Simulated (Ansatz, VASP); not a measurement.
**Two plane-wave programs on NaTiPt2**

```
Na Ti Pt
1.0
     5.10078    0.00000    0.00000
     0.00000    5.10078    0.00000
     0.00000    0.00000    2.69167
Na Ti Pt
1 1 2
Direct
  0.00000 0.00000 0.50000
  0.50000 0.50000 0.00000
  0.00000 0.50000 0.50000
  0.50000 0.00000 0.50000
```

Alike in both runs: functional PBE; k mesh 4 × 4 × 4; occupations gaussian, width 0.1 eV; no spin polarisation.

Ansatz relaxed the structure, and its values are those at the end. VASP's run is a single point on that final structure, the one shown.

|  | VASP | Ansatz |
| --- | --- | --- |
| version | VASP 6.6.1 | Ansatz 0.2.0 |
| potentials or method | VASP PAW PBE potentials, release 64 (Na_pv, Ti_sv, Pt), cutoff 500 eV | scalar-relativistic, plane waves, PAW |
| valence electrons in the cell | 39 | 57 |

```csv
,VASP,Ansatz,Ansatz less VASP
gap on the k mesh at the Fermi level (eV),none,none,-
pressure (GPa),-0.1,-0.1,+0.04
```

A gap of «none» marks a metal or a gap that the smearing closes. VASP's potentials hold 39 valence electrons a cell and Ansatz's 57, so a difference there can come from the potentials and not from the codes.

The k mesh is coarse, so the values compare programs but aren't converged. Neither program's run includes spin-orbit coupling.
